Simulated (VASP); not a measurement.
# MoS2 in VASP: single point with r2SCAN

Aim: the single point of MoS2 with r2SCAN.

Everything below comes from runs of VASP 6.6.1. Logs are shortened: lines on timing, memory, paths and dates and some standing lists are left out, and cuts for length are marked.

**1. The cell of the first run**

The cell holds a slab with vacuum, 3 atoms: a = 3.184 Å, b = 3.184 Å, c = 17.335 Å, α = 90.00°, β = 90.00°, γ = 120.00°.

**2. Single point, r2SCAN**

The input, POSCAR:

```
MoS2
1.0
    3.1841260800      0.0000000000      0.0000000000
   -1.5920630400      2.7575340800      0.0000000000
    0.0000000000      0.0000000000     17.3345999500
Mo S
1 2
Direct
    0.0000000000      0.0000000000      0.0000000000
    0.3333333300      0.6666666700      0.0894929800
    0.3333333300      0.6666666700      0.9105070200
```

The input, INCAR.step1:

```
SYSTEM = MoS2
PREC = Accurate
ENCUT = 520
ISMEAR = -1
SIGMA = 0.1
LREAL = .False.
LASPH = .True.
NELM = 60
NBANDS = 20
GGA = PE
ALGO = Normal
EDIFF = 1E-4
LWAVE = .True.
LCHARG = .False.
```

The input, INCAR.step2:

```
SYSTEM = MoS2
PREC = Accurate
ENCUT = 520
EDIFF = 1E-6
ISMEAR = -1
SIGMA = 0.1
LREAL = .False.
LASPH = .True.
NELM = 60
ALGO = Normal
ISIF = 2
LWAVE = .False.
LCHARG = .False.
METAGGA = R2SCAN
LMIXTAU = .True.
NBANDS = 20
ISTART = 1
```

The input, KPOINTS:

```
Automatic mesh
0
Gamma
  8 8 2
  0 0 0
```

Potentials or basis: VASP PAW PBE potentials, release 64 (Mo_sv, S).

On the command line:

```sh
$ cat potpaw_PBE.64/Mo_sv/POTCAR potpaw_PBE.64/S/POTCAR > POTCAR
$ cp INCAR.step1 INCAR
$ mpirun -np 1 vasp_std > vasp.out
$ cp INCAR.step2 INCAR
$ mpirun -np 1 vasp_std > vasp.out
```

OUTCAR:

```text
SYSTEM = MoS2
   PREC = Accurate
   ENCUT = 520
   EDIFF = 1E-6
   ISMEAR = -1
   LREAL = .False.
   LASPH = .True.
   NELM = 60
   ISIF = 2
   METAGGA = R2SCAN
   ISTART = 1

 ion  position               nearest neighbor table
   1  0.000  0.000  0.000-   2 2.41   3 2.41   2 2.41   3 2.41   2 2.41   3 2.41
   2  0.333  0.667  0.089-   1 2.41   1 2.41   1 2.41
   3  0.333  0.667  0.911-   1 2.41   1 2.41   1 2.41

  LATTYP: Found a hexagonal cell.
 ALAT       =     3.1841260800
 C/A-ratio  =     5.4440683297

  Lattice vectors:

 A1 = (   3.1841260800,   0.0000000000,   0.0000000000)
 A2 = (  -1.5920630400,   2.7575340800,   0.0000000000)
 A3 = (   0.0000000000,   0.0000000000,  17.3345999500)

Analysis of symmetry for initial positions (statically):
=====================================================================
 Subroutine PRICEL returns:
 Original cell was already a primitive cell.

 Routine SETGRP: Setting up the symmetry group for a
 hexagonal supercell.

 Subroutine GETGRP returns: Found 12 space group operations
 (whereof 12 operations were pure point group operations)
 out of a pool of 24 trial point group operations.

The static configuration has the point symmetry D_3h.

Analysis of symmetry for dynamics (positions and initial velocities):
=====================================================================
 Subroutine PRICEL returns:
 Original cell was already a primitive cell.

 Routine SETGRP: Setting up the symmetry group for a
 hexagonal supercell.

 Subroutine GETGRP returns: Found 12 space group operations
 (whereof 12 operations were pure point group operations)
 out of a pool of 24 trial point group operations.

The dynamic configuration has the point symmetry D_3h.

 Subroutine INISYM returns: Found 12 space group operations
 (whereof 12 operations are pure point group operations),
 and found     1 'primitive' translations

----------------------------------------------------------------------------------------

                                     Primitive cell

  volume of cell :     152.2036

  direct lattice vectors                    reciprocal lattice vectors
     3.184126080  0.000000000  0.000000000     0.314057916  0.181321422  0.000000000
    -1.592063040  2.757534080  0.000000000     0.000000000  0.362642844  0.000000000
     0.000000000  0.000000000 17.334599950     0.000000000  0.000000000  0.057688092

  length of vectors
     3.184126080  3.184126085 17.334599950     0.362642844  0.362642844  0.057688092

  position of ions in fractional coordinates (direct lattice)
     0.000000000  0.000000000  0.000000000
     0.333333330  0.666666670  0.089492980
     0.333333330  0.666666670  0.910507020

  ion indices of the primitive-cell ions
   primitive index   ion index
                 1           1
                 2           2
                 3           3

----------------------------------------------------------------------------------------

 KPOINTS: Automatic mesh

Automatic generation of k-mesh.
 Grid dimensions read from file:
 generate k-points for:    8    8    2

 Generating k-lattice:

  Cartesian coordinates                     Fractional coordinates (reciprocal lattice)
     0.039257239  0.022665178  0.000000000     0.125000000 -0.000000000  0.000000000
     0.000000000  0.045330355  0.000000000     0.000000000  0.125000000  0.000000000
     0.000000000  0.000000000  0.028844046     0.000000000  0.000000000  0.500000000

  Length of vectors
     0.045330356  0.045330355  0.028844046

  Shift w.r.t. Gamma in fractional coordinates (k-lattice)
     0.000000000  0.000000000  0.000000000

 Subroutine IBZKPT returns following result:
 ===========================================

 Found     20 irreducible k-points:

 Following reciprocal coordinates:
            Coordinates               Weight
  0.000000  0.000000  0.000000      1.000000
  0.125000  0.000000  0.000000      6.000000
  0.250000  0.000000  0.000000      6.000000
  0.375000 -0.000000  0.000000      6.000000
  0.500000  0.000000  0.000000      3.000000
  0.125000  0.125000  0.000000      6.000000
[... 12 lines left out ...]
  0.250000  0.250000  0.500000      6.000000
  0.375000  0.250000  0.500000      6.000000
   k-points           NKPTS =     20   k-points in BZ     NKDIM =     20   number of bands    NBANDS=     20
   number of dos      NEDOS =    301   number of ions     NIONS =      3
   total plane-waves  NPLWV =  80640
   dimension x,y,z NGX =    24 NGY =   24 NGZ =  140
   dimension x,y,z NGXF=    48 NGYF=   48 NGZF=  280
   ions per type =               1   2
   NGX,Y,Z   is equivalent  to a cutoff of  12.53, 12.53, 13.43 a.u.
   NGXF,Y,Z  is equivalent  to a cutoff of  25.06, 25.06, 26.85 a.u.
 SYSTEM =  MoS2
   PREC   = accura    normal or accurate (medium, high low for compatibility)
   ISTART =      1    job   : 0-new  1-cont  2-samecut
   ICHARG =      0    charge: 1-file 2-atom 10-const
   ISPIN  =      1    spin polarized calculation?
   LNONCOLLINEAR =      F non collinear calculations
   LSORBIT =      F    spin-orbit coupling
   LASPH  =      T    aspherical Exc in radial PAW
   ENCUT  =  520.0 eV  38.22 Ry    6.18 a.u.   5.92  5.92 32.23*2*pi/ulx,y,z
   NELM   =     60;   NELMIN=  2; NELMDL=  0     # of ELM steps
   EDIFF  = 0.1E-05   stopping-criterion for ELM
   LREAL  =      F    real-space projection
   EDIFFG = 0.1E-04   stopping-criterion for IOM
   NSW    =      0    number of steps for IOM
   IBRION =     -1    ionic relax: 0-MD 1-quasi-New 2-CG
   NFREE  =      0    steps in history (QN), initial steepest desc. (CG)
   ISIF   =      2    stress and relaxation
   ISYM   =      2    0-nonsym 1-usesym 2-fastsym
   POTIM  = 0.5000    time-step for ionic-motion
   TEBEG  =    0.0;   TEEND  =   0.0 temperature during run
   PSTRESS=    0.0 pullay stress
   NELECT =      26.0000    total number of electrons
   NUPDOWN=      -1.0000    fix difference up-down
   EMIN   =  10.00;   EMAX   =-10.00  energy-range for DOS
   EFERMI =   0.00;   METHOD = LEGACY
   ISMEAR =    -1;   SIGMA  =   0.10  broadening in eV -4-tet -1-fermi 0-gaus
   EFERMI_NEDOS =   21; number of points for ismear=-14 and -15
   IALGO  =     38    algorithm
   IMIX   =      4    mixing-type and parameters
     AMIX     =   0.40;   BMIX     =  1.00
     AMIX_MAG =   1.60;   BMIX_MAG =  1.00
  volume/ion in A,a.u.               =      50.73       342.37
  Fermi-wavevector in a.u.,A,eV,Ry     =   0.908359  1.716550 11.226391  0.825116
  Thomas-Fermi vector in A             =   2.032276
   LORBIT       =      0    0 simple, 1 ext, 2 COOP (PROOUT), +10 PAW based schemes
   METAGGA = R2SCAN    functional components
   LHFCALC =     F    Hartree Fock is set to
   AEXX    =    0.0000 exact exchange contribution
   IVDW    =     0    specifies the selected vdW correction
   LEPSILON=     F    determine dielectric tensor
   LRPA    =     F    only Hartree local field effects (RPA)
 non-spin polarized calculation
  energy-cutoff  :      520.00
  volume of cell :      152.20
 maximum number of plane-waves:      4130
 NGX is ok and might be reduce to    24
   NGX = 11   NGY = 11   NGZ = 65

 number of electron      25.9999999 magnetization

 Free energy of the ion-electron system (eV)
  ---------------------------------------------------
  ext. energy  EPLUGINS =         0.00000000
  ---------------------------------------------------
  free energy    TOTEN  =       -45.00103116 eV

  energy without entropy =      -45.00100254  energy(sigma->0) =      -45.00101685

 E-fermi :  -0.6742     XC(G=0):  -4.4301

 val. band max:       -1.5634634810   @ k =   0.0000   0.0000   0.0000
 cond. band min:       0.3087365779   @ k =   0.3750   0.2500   0.0000
 fundamental gap:      1.8722000589
 Fermi energy:        -0.6741793146

 k-point     1 :       0.0000    0.0000    0.0000
  band No.  band energies     occupation
      1     -64.4315      2.00000
      2     -37.8436      2.00000
      3     -37.6359      2.00000
      4     -37.6359      2.00000
      5     -16.4080      2.00000
      6     -15.0016      2.00000
[... 12 lines left out ...]
     19       4.7762      0.00000
     20       5.1097      0.00000

 k-point     2 :       0.1250    0.0000    0.0000
  band No.  band energies     occupation
      1     -64.4255      2.00000
      2     -37.8316      2.00000
      3     -37.6957      2.00000
      4     -37.6494      2.00000
      5     -16.1717      2.00000
      6     -14.9100      2.00000
[... 12 lines left out ...]
     19       5.0779      0.00000
     20       5.8261      0.00000

 k-point     3 :       0.2500    0.0000    0.0000
  band No.  band energies     occupation
      1     -64.4108      2.00000
      2     -37.8379      2.00000
      3     -37.8024      2.00000
      4     -37.6820      2.00000
      5     -15.5508      2.00000
      6     -14.6711      2.00000
[... 12 lines left out ...]
     19       5.9200      0.00000
     20       6.6267      0.00000

 k-point     4 :       0.3750   -0.0000    0.0000
  band No.  band energies     occupation
      1     -64.3962      2.00000
      2     -37.9771      2.00000
      3     -37.7731      2.00000
      4     -37.7144      2.00000
      5     -14.8243      2.00000
      6     -14.4006      2.00000
[... 12 lines left out ...]
     19       6.7190      0.00000
     20       6.7641      0.00000

 k-point     5 :       0.5000    0.0000    0.0000
  band No.  band energies     occupation
      1     -64.3901      2.00000
      2     -38.0340      2.00000
      3     -37.7609      2.00000
      4     -37.7277      2.00000
      5     -14.4748      2.00000
      6     -14.2765      2.00000
[... 12 lines left out ...]
     19       6.8546      0.00000
     20       7.3238      0.00000
[... 261 lines left out ...]
      6     -14.4788      2.00000
[... 12 lines left out ...]
     19       6.4998      0.00000
     20       7.3573      0.00000

 k-point    18 :       0.3750    0.1250    0.5000
  band No.  band energies     occupation
      1     -64.3901      2.00000
      2     -38.0033      2.00000
      3     -37.7609      2.00000
      4     -37.7598      2.00000
      5     -14.4880      2.00000
      6     -14.2648      2.00000
[... 12 lines left out ...]
     19       7.5667      0.00000
     20       7.6791      0.00000

 k-point    19 :       0.2500    0.2500    0.5000
  band No.  band energies     occupation
      1     -64.3901      2.00000
      2     -37.9609      2.00000
      3     -37.8035      2.00000
      4     -37.7609      2.00000
      5     -14.5010      2.00000
      6     -14.2530      2.00000
[... 12 lines left out ...]
     19       7.3079      0.00000
     20       7.7095      0.00000

 k-point    20 :       0.3750    0.2500    0.5000
  band No.  band energies     occupation
      1     -64.3858      2.00000
      2     -37.9657      2.00000
      3     -37.8492      2.00000
      4     -37.7523      2.00000
      5     -14.2492      2.00000
      6     -14.1462      2.00000
[... 12 lines left out ...]
     19       7.1024      0.00000
     20       8.4769      0.00000

------------------------ aborting loop because EDIFF is reached ----------------------------------------

  FORCE on cell =-STRESS in cart. coord.  units (eV):
  Direction    XX          YY          ZZ          XY          YZ          ZX
  --------------------------------------------------------------------------------------
  -------------------------------------------------------------------------------------
  Total        0.0261803      0.0261803      0.0514211      0.0000000      0.0000000     -0.0000000
  in kB        0.2755884      0.2755884      0.5412857      0.0000000      0.0000000     -0.0000000
  external PRESSURE =       0.3641542 kB  Pullay stress =       0.0000000 kB

 VOLUME and BASIS-vectors are now :
 -----------------------------------------------------------------------------
  energy-cutoff  :      520.00
  volume of cell :      152.20
      direct lattice vectors                 reciprocal lattice vectors
     3.184126080  0.000000000  0.000000000     0.314057916  0.181321422  0.000000000
    -1.592063040  2.757534080  0.000000000     0.000000000  0.362642844  0.000000000
     0.000000000  0.000000000 17.334599950     0.000000000  0.000000000  0.057688092

 POSITION                                       TOTAL-FORCE (eV/Angst)
 -----------------------------------------------------------------------------------
      0.00000      0.00000      0.00000        -0.000000      0.000000      0.000000
     -0.00000      1.83836      1.55133         0.000000      0.000000      0.021803
     -0.00000      1.83836     15.78327         0.000000     -0.000000     -0.021803
 -----------------------------------------------------------------------------------
    total drift:                                0.000015     -0.000009      0.000000

  FREE ENERGIE OF THE ION-ELECTRON SYSTEM (eV)
  ---------------------------------------------------
  free  energy   TOTEN  =       -45.0010311583 eV

  energy  without entropy=      -45.0010025414  energy(sigma->0) =      -45.00101685
```

Wall time 5.6 min (1 thread of AMD EPYC 7R43 (Zen 3), shared host); peak memory 0.28 GiB.

Results:

```
Free energy            : -45.0010 eV
Largest force          : 0.022 eV/Å
Band gap on the k mesh : 1.87 eV, indirect (least direct gap 2.10 eV)
```

Forces in eV/Å, atoms in the order of the input:
```
Mo   0.000  0.000  0.000
S    0.000  0.000  0.022
S    0.000  0.000 -0.022
```

Levels at points of the mesh, in eV from the valence-band top:
```
           k point  band 10  band 11  band 12  band 13  band 14  band 15  band 16  band 17
(0.00, 0.00, 0.00)    -1.91    -1.72    -1.72     0.00     2.88     2.88     3.14     3.14
(0.50, 0.00, 0.00)    -3.44    -2.04    -1.18    -0.70     2.32     2.85     4.16     4.53
(0.00, 0.00, 0.50)    -1.91    -1.72    -1.72     0.00     2.88     2.88     3.14     3.14
(0.50, 0.00, 0.50)    -3.44    -2.04    -1.18    -0.70     2.32     2.85     4.16     4.53
```

Caveat: the PAW data sets were made with another functional, which shifts forces and pressure a little.
